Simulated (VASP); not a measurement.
# Sr3Ti4O11 in VASP: relaxation of the atoms with PBEsol

Aim: the relaxation of the atoms of Sr3Ti4O11 with PBEsol.

Everything below comes from runs of VASP 6.6.1. Logs are shortened: lines on timing, memory, paths and dates and some standing lists are left out, and cuts for length are marked.

### Step 1. The cell of the first run

The cell holds a slab with vacuum, 18 atoms: a = 3.891 Å, b = 3.891 Å, c = 26.673 Å, α = 90.00°, β = 90.00°, γ = 90.00°.

### Step 2. Relaxation of the atoms, PBEsol

INCAR reads:

```
ALGO = Normal
DIPOL = 0.5 0.5 0.500
EDIFF = 1E-6
EDIFFG = -0.02
ENCUT = 520
GGA = PS
IBRION = 2
IDIPOL = 3
ISIF = 2
ISMEAR = 0
KPAR = 4
LASPH = True
LCHARG = False
LDIPOL = True
LREAL = Auto
LWAVE = False
NELM = 100
NSW = 80
PREC = Accurate
SIGMA = 0.05
```

KPOINTS reads:

```
k-points
0
Gamma
  7 7 1
```

POSCAR reads:

```
Sr3Ti4O11
1.0
    3.8911201359      0.0000000000      0.0000000000
    0.0000000000      3.8911201359      0.0000000000
    0.0000000000      0.0000000000     26.6733604078
Ti O Sr
4 11 3
Direct
    0.5000000000      0.5000000000      0.2811794197
    0.5000000000      0.5000000000      0.4270598066
    0.5000000000      0.5000000000      0.5729401934
    0.5000000000      0.5000000000      0.7188205803
    0.0000000000      0.5000000000      0.2811794197
    0.5000000000      0.0000000000      0.2811794197
    0.5000000000      0.5000000000      0.3541196131
    0.0000000000      0.5000000000      0.4270598066
    0.5000000000      0.0000000000      0.4270598066
    0.5000000000      0.5000000000      0.5000000000
    0.0000000000      0.5000000000      0.5729401934
    0.5000000000      0.0000000000      0.5729401934
    0.5000000000      0.5000000000      0.6458803869
    0.0000000000      0.5000000000      0.7188205803
    0.5000000000      0.0000000000      0.7188205803
    0.0000000000      0.0000000000      0.3541196131
    0.0000000000      0.0000000000      0.5000000000
    0.0000000000      0.0000000000      0.6458803869
```

Potentials or basis: VASP PAW PBE potentials, release 64 (Ti_sv, O, Sr_sv).

Launch:

```bash
> cat potpaw_PBE.64/Ti_sv/POTCAR potpaw_PBE.64/O/POTCAR potpaw_PBE.64/Sr_sv/POTCAR > POTCAR
> mpirun -np 4 vasp_std > vasp.out
```

OUTCAR:

```text
EDIFF = 1E-6
   EDIFFG = -0.02
   ENCUT = 520
   GGA = PS
   IBRION = 2
   ISIF = 2
   ISMEAR = 0
   LASPH = True
   LREAL = Auto
   NELM = 100
   NSW = 80
   PREC = Accurate

 ion  position               nearest neighbor table
   1  0.500  0.500  0.281-   7 1.95   6 1.95   5 1.95   6 1.95   5 1.95  16 3.37  16 3.37  16 3.37
                            16 3.37
   2  0.500  0.500  0.427-  10 1.95   9 1.95   8 1.95   9 1.95   8 1.95   7 1.95  17 3.37  17 3.37
                            17 3.37  17 3.37  16 3.37  16 3.37  16 3.37  16 3.37
   3  0.500  0.500  0.573-  10 1.95  11 1.95  12 1.95  12 1.95  11 1.95  13 1.95  17 3.37  17 3.37
                            17 3.37  17 3.37  18 3.37  18 3.37  18 3.37  18 3.37
   4  0.500  0.500  0.719-  13 1.95  14 1.95  15 1.95  15 1.95  14 1.95  18 3.37  18 3.37  18 3.37
                            18 3.37
   5  0.000  0.500  0.281-   1 1.95   1 1.95  16 2.75  16 2.75
   6  0.500  0.000  0.281-   1 1.95   1 1.95  16 2.75  16 2.75
   7  0.500  0.500  0.354-   1 1.95   2 1.95  16 2.75  16 2.75  16 2.75  16 2.75
   8  0.000  0.500  0.427-   2 1.95   2 1.95  17 2.75  17 2.75  16 2.75  16 2.75
   9  0.500  0.000  0.427-   2 1.95   2 1.95  17 2.75  17 2.75  16 2.75  16 2.75
  10  0.500  0.500  0.500-   2 1.95   3 1.95  17 2.75  17 2.75  17 2.75  17 2.75
  11  0.000  0.500  0.573-   3 1.95   3 1.95  17 2.75  17 2.75  18 2.75  18 2.75
  12  0.500  0.000  0.573-   3 1.95   3 1.95  17 2.75  17 2.75  18 2.75  18 2.75
  13  0.500  0.500  0.646-   4 1.95   3 1.95  18 2.75  18 2.75  18 2.75  18 2.75
  14  0.000  0.500  0.719-   4 1.95   4 1.95  18 2.75  18 2.75
  15  0.500  0.000  0.719-   4 1.95   4 1.95  18 2.75  18 2.75
  16  0.000  0.000  0.354-   5 2.75   6 2.75   5 2.75   6 2.75   7 2.75   7 2.75   7 2.75   7 2.75
                             8 2.75   9 2.75   9 2.75   8 2.75   1 3.37   1 3.37   1 3.37   1 3.37
  17  0.000  0.000  0.500-   8 2.75   9 2.75  11 2.75  12 2.75   8 2.75  11 2.75   9 2.75  12 2.75
                            10 2.75  10 2.75  10 2.75  10 2.75   2 3.37   3 3.37   3 3.37   3 3.37
  18  0.000  0.000  0.646-  14 2.75  15 2.75  14 2.75  15 2.75  13 2.75  13 2.75  13 2.75  13 2.75
                            12 2.75  11 2.75  12 2.75  11 2.75   4 3.37   4 3.37   4 3.37   4 3.37

  LATTYP: Found a simple tetragonal cell.
 ALAT       =     3.8911201359
 C/A-ratio  =     6.8549310934

  Lattice vectors:

 A1 = (   3.8911201359,   0.0000000000,   0.0000000000)
 A2 = (   0.0000000000,   3.8911201359,   0.0000000000)
 A3 = (   0.0000000000,   0.0000000000,  26.6733604078)

Analysis of symmetry for initial positions (statically):
=====================================================================
 Subroutine PRICEL returns:
 Original cell was already a primitive cell.

 Routine SETGRP: Setting up the symmetry group for a
 simple tetragonal supercell.

 Subroutine GETGRP returns: Found 16 space group operations
 (whereof 16 operations were pure point group operations)
 out of a pool of 16 trial point group operations.

The static configuration has the point symmetry D_4h.
[... 154 lines left out ...]
   LORBIT       =      0    0 simple, 1 ext, 2 COOP (PROOUT), +10 PAW based schemes
   GGA     = PS    functional components
   LHFCALC =     F    Hartree Fock is set to
   AEXX    =    0.0000 exact exchange contribution
   IVDW    =     0    specifies the selected vdW correction
   LEPSILON=     F    determine dielectric tensor
   LRPA    =     F    only Hartree local field effects (RPA)
 conjugate gradient relaxation of ions
 non-spin polarized calculation
 Gauss-broadening in eV      SIGMA  =   0.05
  energy-cutoff  :      520.00
  volume of cell :      403.86
 maximum number of plane-waves:     10904
 NGX is ok and might be reduce to    30
   NGX = 15   NGY = 15   NGZ = 99

 dipolmoment           0.000000      0.000000      0.000000 electrons x Angstroem

--------------------------------------- Ionic step        1  -------------------------------------------

 number of electron     144.0000046 magnetization

 Free energy of the ion-electron system (eV)
  ---------------------------------------------------
  ext. energy  EPLUGINS =         0.00000000
  ---------------------------------------------------
  free energy    TOTEN  =      -151.78905915 eV

  energy without entropy =     -151.78905915  energy(sigma->0) =     -151.78905915

------------------------ aborting loop because EDIFF is reached ----------------------------------------

  FORCE on cell =-STRESS in cart. coord.  units (eV):
  Direction    XX          YY          ZZ          XY          YZ          ZX
  --------------------------------------------------------------------------------------
  -------------------------------------------------------------------------------------
  Total       -6.1084269     -6.1084269     -5.1907376      0.0000000      0.0000000     -0.0000000
  in kB      -24.2333219    -24.2333219    -20.5926692      0.0000000      0.0000000     -0.0000000
  external PRESSURE =     -23.0197710 kB  Pullay stress =       0.0000000 kB
[... 403 lines left out ...]
--------------------------------------- Ionic step        9  -------------------------------------------

 number of electron     144.0000038 magnetization

 dipolmoment           0.000000      0.000000     -0.000000 electrons x Angstroem

 Free energy of the ion-electron system (eV)
  ---------------------------------------------------
  ext. energy  EPLUGINS =         0.00000000
  ---------------------------------------------------
  free energy    TOTEN  =      -152.10929475 eV

  energy without entropy =     -152.10929475  energy(sigma->0) =     -152.10929475

 E-fermi :   0.1013     XC(G=0):  -6.4688

 val. band max:       -0.1893424911   @ k =   0.4286   0.4286   0.0000
 cond. band min:       0.9483948272   @ k =   0.0000   0.0000   0.0000
 fundamental gap:      1.1377373183
 Fermi energy:         0.1012796601

 k-point     1 :       0.0000    0.0000    0.0000
  band No.  band energies     occupation
      1     -57.1619      2.00000
      2     -57.1609      2.00000
      3     -56.8762      2.00000
      4     -56.8762      2.00000
      5     -33.6868      2.00000
      6     -33.6064      2.00000
[... 859 lines left out ...]
     83       3.7066      0.00000
     84       3.8775      0.00000
 [bands above 84 left out]

------------------------ aborting loop because EDIFF is reached ----------------------------------------

 vacuum level on the upper side and lower side of the slab       (xc-potential included)        -0.003        -0.003

  FORCE on cell =-STRESS in cart. coord.  units (eV):
  Direction    XX          YY          ZZ          XY          YZ          ZX
  --------------------------------------------------------------------------------------
  -------------------------------------------------------------------------------------
  Total       -4.2447777     -4.2447777      0.0008121      0.0000000      0.0000000      0.0000000
  in kB      -16.8398615    -16.8398615      0.0032217      0.0000000      0.0000000      0.0000000
  external PRESSURE =     -11.2255005 kB  Pullay stress =       0.0000000 kB
[... 33 lines left out ...]
  FREE ENERGIE OF THE ION-ELECTRON SYSTEM (eV)
  ---------------------------------------------------
  free  energy   TOTEN  =      -152.1092947535 eV

  energy  without entropy=     -152.1092947535  energy(sigma->0) =     -152.10929475

 reached required accuracy - stopping structural energy minimisation

 vacuum level on the upper side and lower side of the slab         5.211         5.211
```

OSZICAR:

```text
N       E                     dE             d eps       ncg     rms          rms(c)
DAV:   1     0.188433650017E+04    0.18843E+04   -0.73462E+04  1816   0.166E+03
DAV:   2     0.107913898206E+03   -0.17764E+04   -0.17154E+04  2054   0.495E+02
DAV:   3    -0.166350272702E+03   -0.27426E+03   -0.27201E+03  2164   0.193E+02
DAV:   4    -0.189842803947E+03   -0.23493E+02   -0.23455E+02  2784   0.540E+01
[... 136 lines left out ...]
DAV:   3    -0.152109335356E+03    0.12552E-04   -0.71836E-04  2624   0.971E-02    0.791E-02
DAV:   4    -0.152109294690E+03    0.40666E-04   -0.14101E-04  2260   0.648E-02    0.292E-02
DAV:   5    -0.152109292499E+03    0.21905E-05   -0.55719E-05  2352   0.369E-02    0.102E-02
DAV:   6    -0.152109294067E+03   -0.15676E-05   -0.13021E-05  2192   0.150E-02    0.598E-03
DAV:   7    -0.152109294753E+03   -0.68680E-06   -0.25718E-06  1608   0.892E-03
   9 F= -.15210929E+03 E0= -.15210929E+03  d E =-.754251E-02
```

CONTCAR:

```text
Sr3Ti4O11
   1.00000000000000
     3.8911201359000001    0.0000000000000000    0.0000000000000000
     0.0000000000000000    3.8911201359000001    0.0000000000000000
     0.0000000000000000    0.0000000000000000   26.6733604078000006
  Ti              O               Sr
     4    11     3
Direct
     0.5000000000000000    0.5000000000000000    0.2849171890146907
     0.5000000000000000    0.5000000000000000    0.4277216840979042
     0.5000000000000000    0.5000000000000000    0.5722783159020958
     0.5000000000000000    0.5000000000000000    0.7150828109853095
     0.0000000000000000    0.5000000000000000    0.2816632441795802
     0.5000000000000000    0.0000000000000000    0.2816632441795802
[... 10 lines left out ...]
     0.0000000000000000    0.0000000000000000    0.5000000000000000
     0.0000000000000000    0.0000000000000000    0.6510625007348299

  0.00000000E+00  0.00000000E+00  0.00000000E+00
  0.00000000E+00  0.00000000E+00  0.00000000E+00
  0.00000000E+00  0.00000000E+00  0.00000000E+00
  0.00000000E+00  0.00000000E+00  0.00000000E+00
  0.00000000E+00  0.00000000E+00  0.00000000E+00
  0.00000000E+00  0.00000000E+00  0.00000000E+00
[... 10 lines left out ...]
  0.00000000E+00  0.00000000E+00  0.00000000E+00
  0.00000000E+00  0.00000000E+00  0.00000000E+00
```

It took 28 min on 4 MPI ranks of Intel Xeon Platinum 8259CL at 2.50GHz (Skylake/Cascade Lake), shared host; peak memory 0.64 GiB.

Results:

```
Free energy                  : -152.1093 eV
Energy gained by relaxing    : 17.8 meV/atom
Ionic steps                  : 9
Largest force after relaxing : 0.011 eV/Å
Band gap on the k mesh       : 1.14 eV (least direct gap 1.78 eV)
```

Forces in eV/Å, atoms in the order of the input:
```
Ti   0.000  0.000 -0.011
Ti   0.000  0.000  0.009
Ti   0.000  0.000 -0.009
Ti   0.000  0.000  0.011
O    0.000  0.000  0.000
O    0.000  0.000  0.000
O    0.000  0.000 -0.003
O    0.000  0.000 -0.008
O    0.000  0.000 -0.008
O    0.000  0.000  0.000
O    0.000  0.000  0.008
O    0.000  0.000  0.008
O    0.000  0.000  0.003
O    0.000  0.000  0.000
O    0.000  0.000  0.000
Sr   0.000  0.000  0.007
Sr   0.000  0.000  0.000
Sr   0.000  0.000 -0.007
```

The path:
```tsv
step	energy change (eV)	largest force (eV/Å)	pressure (GPa)
1	0.0000	1.9897	-2.30
2	-0.1505	1.6988	-1.32
3	-0.1939	0.9386	-1.69
4	-0.2780	0.4648	-1.45
5	-0.2823	0.6217	-1.36
6	-0.3123	0.2833	-1.17
7	-0.3127	0.1933	-1.20
8	-0.3198	0.0507	-1.14
9	-0.3202	0.0106	-1.12
```

Final structure:
```
CELL_PARAMETERS angstrom
3.89112 0.00000 0.00000
0.00000 3.89112 0.00000
0.00000 0.00000 26.67336
ATOMIC_POSITIONS crystal
Ti 0.50000 0.50000 0.28492
Ti 0.50000 0.50000 0.42772
Ti 0.50000 0.50000 0.57228
Ti 0.50000 0.50000 0.71508
O 0.00000 0.50000 0.28166
O 0.50000 0.00000 0.28166
O 0.50000 0.50000 0.35370
O 0.00000 0.50000 0.42723
O 0.50000 0.00000 0.42723
O 0.50000 0.50000 0.50000
O 0.00000 0.50000 0.57277
O 0.50000 0.00000 0.57277
O 0.50000 0.50000 0.64630
O 0.00000 0.50000 0.71834
O 0.50000 0.00000 0.71834
Sr 0.00000 0.00000 0.34894
Sr 0.00000 0.00000 0.50000
Sr 0.00000 0.00000 0.65106
```

Caveat: the PAW data sets were made with another functional, which shifts forces and pressure a little.
